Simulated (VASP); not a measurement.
# SnO2 in VASP: further runs

Runs on SnO2. Level: PBE. Tasks: single point.

Program: VASP 6.6.1. These are calculated values, not measurements. Logs are shortened: lines on timing, memory, paths and dates and some standing lists are left out, and cuts for length are marked.

## 1. The cell of the first run

It takes space group P4/mmm (No. 123, tetragonal). Conventional cell: a = 3.470 Å, b = 3.470 Å, c = 5.145 Å, α = 90.00°, β = 90.00°, γ = 90.00°. Within 3.5 Å of Sn (site symmetry 4/mmm) lie 8 O at 2.57 Å and 4 Sn at 3.47 Å. O (site symmetry 4mm) has 1 O at 1.52 Å within 2.0 Å.

The cell was generated, and may not be a known phase.

## 2. Single point, PBE

The input, INCAR:

```
PREC = Accurate
ENCUT = 1340
EDIFF = 1E-6
ISMEAR = 0
SIGMA = 0.02
LREAL = F
LASPH = T
NELM = 120
ALGO = Normal
ISIF = 2
LWAVE = F
LCHARG = T
GGA = PE
LELF = T
LVHAR = T
NBANDS = 20
GGA_COMPAT = F
```

The input, KPOINTS:

```
regular mesh
0
Gamma
  10 10 8
```

The input, POSCAR:

```
SnO2
1.0
    3.4700117031      0.0000000000      0.0000000000
    0.0000000000      3.4700117031      0.0000000000
    0.0000000000      0.0000000000      5.1452451908
Sn O
1 2
Direct
    0.0000000000      0.0000000000      0.0000000000
    0.5000000000      0.5000000000      0.1477305275
    0.5000000000      0.5000000000      0.8522694725
```

Potentials or basis: VASP PAW PBE potentials, release 64 (Sn_d, O_h).

On the command line:

```bash
$ cat potpaw_PBE.64/Sn_d/POTCAR potpaw_PBE.64/O_h/POTCAR > POTCAR
$ mpirun -np 1 vasp_std > vasp.out
```

OUTCAR:

```text
PREC = Accurate
   ENCUT = 1340
   EDIFF = 1E-6
   ISMEAR = 0
   LREAL = F
   LASPH = T
   NELM = 120
   ISIF = 2
   GGA = PE

 ion  position               nearest neighbor table
   1  0.000  0.000  0.000-   2 2.57   3 2.57   2 2.57   3 2.57   2 2.57   3 2.57   2 2.57   3 2.57

   2  0.500  0.500  0.148-   3 1.52   1 2.57   1 2.57   1 2.57   1 2.57
   3  0.500  0.500  0.852-   2 1.52   1 2.57   1 2.57   1 2.57   1 2.57

  LATTYP: Found a simple tetragonal cell.
 ALAT       =     3.4700117031
 C/A-ratio  =     1.4827745930

  Lattice vectors:

 A1 = (   3.4700117031,   0.0000000000,   0.0000000000)
 A2 = (   0.0000000000,   3.4700117031,   0.0000000000)
 A3 = (   0.0000000000,   0.0000000000,   5.1452451908)

Analysis of symmetry for initial positions (statically):
=====================================================================
 Subroutine PRICEL returns:
 Original cell was already a primitive cell.

 Routine SETGRP: Setting up the symmetry group for a
 simple tetragonal supercell.

 Subroutine GETGRP returns: Found 16 space group operations
 (whereof 16 operations were pure point group operations)
 out of a pool of 16 trial point group operations.

The static configuration has the point symmetry D_4h.

Analysis of symmetry for dynamics (positions and initial velocities):
=====================================================================
 Subroutine PRICEL returns:
 Original cell was already a primitive cell.

 Routine SETGRP: Setting up the symmetry group for a
 simple tetragonal supercell.

 Subroutine GETGRP returns: Found 16 space group operations
 (whereof 16 operations were pure point group operations)
 out of a pool of 16 trial point group operations.

The dynamic configuration has the point symmetry D_4h.

 Subroutine INISYM returns: Found 16 space group operations
 (whereof 16 operations are pure point group operations),
 and found     1 'primitive' translations

----------------------------------------------------------------------------------------

                                     Primitive cell

  volume of cell :      61.9538

  direct lattice vectors                    reciprocal lattice vectors
     3.470011703  0.000000000  0.000000000     0.288183466  0.000000000  0.000000000
     0.000000000  3.470011703  0.000000000     0.000000000  0.288183466  0.000000000
     0.000000000  0.000000000  5.145245191     0.000000000  0.000000000  0.194354198

  length of vectors
     3.470011703  3.470011703  5.145245191     0.288183466  0.288183466  0.194354198

  position of ions in fractional coordinates (direct lattice)
     0.000000000  0.000000000  0.000000000
     0.500000000  0.500000000  0.147730528
     0.500000000  0.500000000  0.852269472

  ion indices of the primitive-cell ions
   primitive index   ion index
                 1           1
                 2           2
                 3           3

----------------------------------------------------------------------------------------

 KPOINTS: regular mesh

Automatic generation of k-mesh.
 Grid dimensions read from file:
 generate k-points for:   10   10    8

 Generating k-lattice:

  Cartesian coordinates                     Fractional coordinates (reciprocal lattice)
     0.028818347  0.000000000  0.000000000     0.100000000  0.000000000  0.000000000
     0.000000000  0.028818347  0.000000000     0.000000000  0.100000000  0.000000000
     0.000000000  0.000000000  0.024294275     0.000000000  0.000000000  0.125000000

  Length of vectors
     0.028818347  0.028818347  0.024294275

  Shift w.r.t. Gamma in fractional coordinates (k-lattice)
     0.000000000  0.000000000  0.000000000

 Subroutine IBZKPT returns following result:
 ===========================================

 Found    105 irreducible k-points:

 Following reciprocal coordinates:
            Coordinates               Weight
  0.000000  0.000000  0.000000      1.000000
  0.100000  0.000000  0.000000      4.000000
  0.200000  0.000000  0.000000      4.000000
  0.300000  0.000000  0.000000      4.000000
  0.400000  0.000000  0.000000      4.000000
  0.500000  0.000000  0.000000      2.000000
[... 16 lines left out ...]
  0.100000  0.000000  0.125000      8.000000
  0.200000  0.000000  0.125000      8.000000
 [... further k-points ...]
   k-points           NKPTS =    105   k-points in BZ     NKDIM =    105   number of bands    NBANDS=     20
   number of dos      NEDOS =    301   number of ions     NIONS =      3
   total plane-waves  NPLWV = 112896
   dimension x,y,z NGX =    42 NGY =   42 NGZ =   64
   dimension x,y,z NGXF=    84 NGYF=   84 NGZF=  128
   ions per type =               1   2
   NGX,Y,Z   is equivalent  to a cutoff of  20.12, 20.12, 20.68 a.u.
   NGXF,Y,Z  is equivalent  to a cutoff of  40.24, 40.24, 41.36 a.u.
 SYSTEM =  unknown system
   PREC   = accura    normal or accurate (medium, high low for compatibility)
   ISTART =      0    job   : 0-new  1-cont  2-samecut
   ICHARG =      2    charge: 1-file 2-atom 10-const
   ISPIN  =      1    spin polarized calculation?
   LNONCOLLINEAR =      F non collinear calculations
   LSORBIT =      F    spin-orbit coupling
   LASPH  =      T    aspherical Exc in radial PAW
   ENCUT  = 1340.0 eV  98.49 Ry    9.92 a.u.  10.36 10.36 15.36*2*pi/ulx,y,z
   NELM   =    120;   NELMIN=  2; NELMDL= -5     # of ELM steps
   EDIFF  = 0.1E-05   stopping-criterion for ELM
   LREAL  =      F    real-space projection
[... 7 lines left out ...]
   TEBEG  =    0.0;   TEEND  =   0.0 temperature during run
   PSTRESS=    0.0 pullay stress
   NELECT =      26.0000    total number of electrons
   NUPDOWN=      -1.0000    fix difference up-down
   EMIN   =  10.00;   EMAX   =-10.00  energy-range for DOS
   EFERMI =   0.00;   METHOD = LEGACY
   ISMEAR =     0;   SIGMA  =   0.02  broadening in eV -4-tet -1-fermi 0-gaus
   EFERMI_NEDOS =   21; number of points for ismear=-14 and -15
   IALGO  =     38    algorithm
   IMIX   =      4    mixing-type and parameters
     AMIX     =   0.40;   BMIX     =  1.00
     AMIX_MAG =   1.60;   BMIX_MAG =  1.00
  volume/ion in A,a.u.               =      20.65       139.36
  Fermi-wavevector in a.u.,A,eV,Ry     =   1.225679  2.316197 20.439872  1.502288
  Thomas-Fermi vector in A             =   2.360708
   LORBIT       =      0    0 simple, 1 ext, 2 COOP (PROOUT), +10 PAW based schemes
   GGA     = PE    functional components
   LHFCALC =     F    Hartree Fock is set to
   AEXX    =    0.0000 exact exchange contribution
   IVDW    =     0    specifies the selected vdW correction
   LEPSILON=     F    determine dielectric tensor
   LRPA    =     F    only Hartree local field effects (RPA)
 non-spin polarized calculation
 Gauss-broadening in eV      SIGMA  =   0.02
  energy-cutoff  :     1340.00
  volume of cell :       61.95
 maximum number of plane-waves:      6942
 NGX is ok and might be reduce to    42
   NGX = 21   NGY = 21   NGZ = 31

 number of electron      26.0000003 magnetization

 Free energy of the ion-electron system (eV)
  ---------------------------------------------------
  ext. energy  EPLUGINS =         0.00000000
  ---------------------------------------------------
  free energy    TOTEN  =       -14.77142273 eV

  energy without entropy =      -14.77142273  energy(sigma->0) =      -14.77142273

 E-fermi :   2.7140     XC(G=0):  -8.2659

 val. band max:        2.5865850952   @ k =   0.5000   0.0000   0.5000
 cond. band min:       3.2383339023   @ k =   0.0000   0.0000   0.5000
 fundamental gap:      0.6517488070
 Fermi energy:         2.7139746707

 k-point     1 :       0.0000    0.0000    0.0000
  band No.  band energies     occupation
      1     -19.0572      2.00000
      2     -18.4422      2.00000
      3     -18.3053      2.00000
      4     -18.3053      2.00000
      5     -18.3051      2.00000
      6     -18.0350      2.00000
[... 12 lines left out ...]
     19      10.6954      0.00000
     20      16.3012      0.00000

 k-point     2 :       0.1000    0.0000    0.0000
  band No.  band energies     occupation
      1     -19.0253      2.00000
      2     -18.4349      2.00000
      3     -18.3109      2.00000
      4     -18.3104      2.00000
      5     -18.3048      2.00000
      6     -18.0501      2.00000
[... 12 lines left out ...]
     19      11.7576      0.00000
     20      16.1180      0.00000

 k-point     3 :       0.2000    0.0000    0.0000
  band No.  band energies     occupation
      1     -18.9353      2.00000
      2     -18.4162      2.00000
      3     -18.3254      2.00000
      4     -18.3241      2.00000
      5     -18.3033      2.00000
      6     -18.0954      2.00000
[... 12 lines left out ...]
     19      12.8740      0.00000
     20      14.7787      0.00000

 k-point     4 :       0.3000    0.0000    0.0000
  band No.  band energies     occupation
      1     -18.8032      2.00000
      2     -18.3944      2.00000
      3     -18.3432      2.00000
      4     -18.3411      2.00000
      5     -18.3014      2.00000
      6     -18.1698      2.00000
[... 12 lines left out ...]
     19      13.3044      0.00000
     20      14.1146      0.00000

 k-point     5 :       0.4000    0.0000    0.0000
  band No.  band energies     occupation
      1     -18.6567      2.00000
      2     -18.3857      2.00000
      3     -18.3574      2.00000
      4     -18.3547      2.00000
      5     -18.2999      2.00000
      6     -18.2601      2.00000
[... 12 lines left out ...]
     19      12.1814      0.00000
     20      13.6279      0.00000

 k-point     6 :       0.5000    0.0000    0.0000
  band No.  band energies     occupation
      1     -18.5659      2.00000
      2     -18.4071      2.00000
      3     -18.3628      2.00000
      4     -18.3599      2.00000
      5     -18.3045      2.00000
      6     -18.2994      2.00000
[... 12 lines left out ...]
     19      11.6904      0.00000
     20      13.2978      0.00000

 k-point     7 :       0.1000    0.1000    0.0000
  band No.  band energies     occupation
      1     -19.0013      2.00000
      2     -18.4276      2.00000
      3     -18.3182      2.00000
      4     -18.3119      2.00000
      5     -18.3084      2.00000
      6     -18.0536      2.00000
[... 12 lines left out ...]
     19      12.6986      0.00000
     20      16.0450      0.00000
[... 277 lines left out ...]
 k-point    20 :       0.5000    0.4000    0.0000
  band No.  band energies     occupation
      1     -19.2543      2.00000
      2     -18.3402      2.00000
      3     -18.3342      2.00000
      4     -18.3157      2.00000
      5     -18.2863      2.00000
      6     -17.4637      2.00000
[... 12 lines left out ...]
     19      12.3464      0.00000
     20      13.7807      0.00000

 k-point    21 :       0.5000    0.5000    0.0000
  band No.  band energies     occupation
      1     -19.2907      2.00000
      2     -18.3378      2.00000
      3     -18.3378      2.00000
      4     -18.3117      2.00000
      5     -18.2787      2.00000
      6     -17.4043      2.00000
[... 12 lines left out ...]
     19      12.4652      0.00000
     20      12.4805      0.00000

 k-point    22 :       0.0000    0.0000    0.1250
  band No.  band energies     occupation
      1     -19.0566      2.00000
      2     -18.4422      2.00000
      3     -18.3053      2.00000
      4     -18.3053      2.00000
      5     -18.3051      2.00000
      6     -18.0343      2.00000
[... 12 lines left out ...]
     19      10.7052      0.00000
     20      16.0334      0.00000

 k-point    23 :       0.1000    0.0000    0.1250
  band No.  band energies     occupation
      1     -19.0247      2.00000
      2     -18.4349      2.00000
      3     -18.3109      2.00000
      4     -18.3104      2.00000
      5     -18.3048      2.00000
      6     -18.0493      2.00000
[... 12 lines left out ...]
     19      11.7786      0.00000
     20      15.5730      0.00000

 k-point    24 :       0.2000    0.0000    0.1250
  band No.  band energies     occupation
      1     -18.9346      2.00000
      2     -18.4162      2.00000
      3     -18.3254      2.00000
      4     -18.3241      2.00000
      5     -18.3033      2.00000
      6     -18.0947      2.00000
[... 12 lines left out ...]
     19      12.8983      0.00000
     20      14.2882      0.00000

 [... further k-points ...]

------------------------ aborting loop because EDIFF is reached ----------------------------------------

  FORCE on cell =-STRESS in cart. coord.  units (eV):
  Direction    XX          YY          ZZ          XY          YZ          ZX
  --------------------------------------------------------------------------------------
  -------------------------------------------------------------------------------------
  Total       -0.0172802     -0.0172802      0.0028459      0.0000000      0.0000000      0.0000000
  in kB       -0.4468809     -0.4468809      0.0735974      0.0000000      0.0000000      0.0000000
  external PRESSURE =      -0.2733881 kB  Pullay stress =       0.0000000 kB

 VOLUME and BASIS-vectors are now :
 -----------------------------------------------------------------------------
  energy-cutoff  :     1340.00
  volume of cell :       61.95
      direct lattice vectors                 reciprocal lattice vectors
     3.470011703  0.000000000  0.000000000     0.288183466  0.000000000  0.000000000
     0.000000000  3.470011703  0.000000000     0.000000000  0.288183466  0.000000000
     0.000000000  0.000000000  5.145245191     0.000000000  0.000000000  0.194354198

 POSITION                                       TOTAL-FORCE (eV/Angst)
 -----------------------------------------------------------------------------------
      0.00000      0.00000      0.00000        -0.000000     -0.000000      0.000000
      1.73501      1.73501      0.76011        -0.000000      0.000000      0.031305
      1.73501      1.73501      4.38514         0.000000     -0.000000     -0.031305
 -----------------------------------------------------------------------------------
    total drift:                                0.000000     -0.000000      0.000000

  FREE ENERGIE OF THE ION-ELECTRON SYSTEM (eV)
  ---------------------------------------------------
  free  energy   TOTEN  =       -14.7714227275 eV

  energy  without entropy=      -14.7714227275  energy(sigma->0) =      -14.77142273
```

Wall time 6.5 min (1 thread of Intel Xeon Platinum 8259CL at 2.50GHz (Skylake/Cascade Lake), shared host); peak memory 0.67 GiB.

What came out:

| Item | Value |
| --- | --- |
| Free energy | -14.7714 eV |
| Pressure | 0.0 GPa |
| Largest force | 0.031 eV/Å |
| Band gap on the k mesh | 0.65 eV (least direct gap 1.35 eV) |

Forces in eV/Å, atoms in the order of the input:
```
Sn   0.000  0.000  0.000
O    0.000  0.000  0.031
O    0.000  0.000 -0.031
```

Levels at points of the mesh, in eV from the valence-band top:
```
           k point  band 11  band 12  band 13  band 14  band 15  band 16
(0.00, 0.00, 0.00)    -4.80    -0.65    -0.65     2.16     4.15     5.55
(0.50, 0.00, 0.00)    -2.21    -0.64    -0.06     1.41     4.04     4.74
(0.50, 0.50, 0.00)    -4.02    -1.28    -1.28     3.54     4.13     5.40
(0.00, 0.00, 0.50)    -4.78    -0.70    -0.70     0.65     3.76     8.11
(0.50, 0.00, 0.50)    -2.46    -0.68     0.00     1.50     3.20     3.77
(0.50, 0.50, 0.50)    -3.93    -1.39    -1.39     2.72     3.57     5.47
```

Caveat: semilocal functionals underestimate gaps, and a narrow one can read as zero; spin-orbit coupling is left out, which moves the levels of the heavy elements. A k mesh can miss the band edges.

## 3. Single point, PBE

This run uses another cell than the first one, of 19.67 Å³/atom.

The input, INCAR:

```
PREC = Accurate
ENCUT = 1340
EDIFF = 1E-6
ISMEAR = 0
SIGMA = 0.1
LREAL = F
LASPH = T
NELM = 120
ALGO = Normal
ISIF = 2
LWAVE = F
LCHARG = F
GGA = PE
NBANDS = 20
GGA_COMPAT = F
```

The input, KPOINTS:

```
regular mesh
0
Gamma
  6 6 4
```

The input, POSCAR:

```
SnO2
1.0
    3.4719762133      0.0000000000      0.0000000000
    0.0000000000      3.4719762133      0.0000000000
    0.0000000000      0.0000000000      4.8959408029
Sn O
1 2
Direct
    0.0000000000      0.0000000000      0.2555127237
    0.5000000000      0.5000000000      0.4106068800
    0.5000000000      0.5000000000      0.1004746762
```

Potentials or basis: VASP PAW PBE potentials, release 64 (Sn_d, O_h).

On the command line:

```bash
$ cat potpaw_PBE.64/Sn_d/POTCAR potpaw_PBE.64/O_h/POTCAR > POTCAR
$ mpirun -np 1 vasp_std > vasp.out
```

Run time: 63 s. Hardware: 1 thread of Intel Xeon 6975P-C (Granite Rapids), shared host; peak memory 0.37 GiB.

Results (log left out):

| Quantity | Value |
| --- | --- |
| Free energy | -14.7637 eV |
| Pressure | 0.0 GPa |
| Largest force | 0.057 eV/Å |
| Band gap on the k mesh | 0.55 eV (least direct gap 1.24 eV) |

Forces on the atoms (eV/Å):
```
Sn   0.000  0.000  0.000
O    0.000  0.000  0.057
O    0.000  0.000 -0.057
```

Stress tensor (GPa, compression positive):
```
-0.09  0.00  0.00
 0.00 -0.09  0.00
 0.00  0.00  0.24
```

Levels at points of the mesh, in eV from the valence-band top:
| k point | band 9 | band 10 | band 11 | band 12 | band 13 | band 14 | band 15 | band 16 | band 17 | band 18 |
| --- | --- | --- | --- | --- | --- | --- | --- | --- | --- | --- |
| (0.00, 0.00, 0.00) | -5.03 | -4.81 | -4.81 | -0.63 | -0.63 | 2.38 | 4.28 | 5.89 | 7.87 | 8.07 |
| (0.50, 0.00, 0.00) | -5.55 | -4.16 | -2.14 | -0.62 | -0.09 | 1.38 | 4.21 | 4.88 | 5.85 | 7.06 |
| (0.50, 0.50, 0.00) | -6.34 | -5.41 | -4.06 | -1.24 | -1.24 | 3.70 | 4.27 | 5.37 | 5.37 | 9.96 |
| (0.00, 0.00, 0.50) | -4.89 | -4.78 | -4.78 | -0.70 | -0.70 | 0.55 | 3.74 | 8.14 | 8.17 | 8.17 |
| (0.50, 0.00, 0.50) | -5.18 | -4.13 | -2.50 | -0.67 | 0.00 | 1.51 | 3.16 | 3.69 | 5.96 | 8.33 |
| (0.50, 0.50, 0.50) | -6.28 | -5.10 | -3.91 | -1.41 | -1.41 | 2.57 | 3.52 | 5.47 | 5.47 | 9.46 |

Caveat: semilocal functionals underestimate gaps, and a narrow one can read as zero; spin-orbit coupling is left out, which moves the levels of the heavy elements. A k mesh can miss the band edges.
